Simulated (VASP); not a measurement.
InP, 16 atoms in the cell. Symmetry: Fm-3m, No. 225, cubic system. The conventional cell has a = 5.710 Å, b = 5.710 Å, c = 5.710 Å, α = 90.00°, β = 90.00°, γ = 90.00°. In (site symmetry m-3m) has 6 P at 2.85 Å within 3.8 Å. Within 3.8 Å of P (site symmetry m-3m) lie 6 In at 2.85 to 2.86 Å. 

```yaml
Program: VASP 6.6.1
Task: single point
Functional: PBEsol
Potentials_or_basis: VASP PAW PBE potentials, release 64 (In_d, P)
Cutoff: 500 eV
k_mesh: 2 × 2 × 2, shifted
Occupations: fermi-dirac, width 0.05 eV
Spin: no spin polarisation
Dipole_correction: no
Mended: yes
Further_INCAR_settings: LREAL = Auto; ALGO = Normal; EDIFF = 1e-06; NBANDS = 86; ISYM = -1
```

Potentials or basis: VASP PAW PBE potentials, release 64 (In_d, P).

The run is started by

```bash
$ cat potpaw_PBE.64/In_d/POTCAR potpaw_PBE.64/P/POTCAR > POTCAR
$ mpirun -np 1 vasp_std > vasp.out
```

Hardware: 1 thread of AMD EPYC 9R45 96-Core Processor (Zen 5), on a shared host.

Question: Estimate the wall time of this run.

Answer: It took 2.2 min on 1 thread of AMD EPYC 9R45 96-Core Processor (Zen 5), with other jobs on the host, peak memory 0.46 GiB. Counts: scf iterations 15, k points 4.
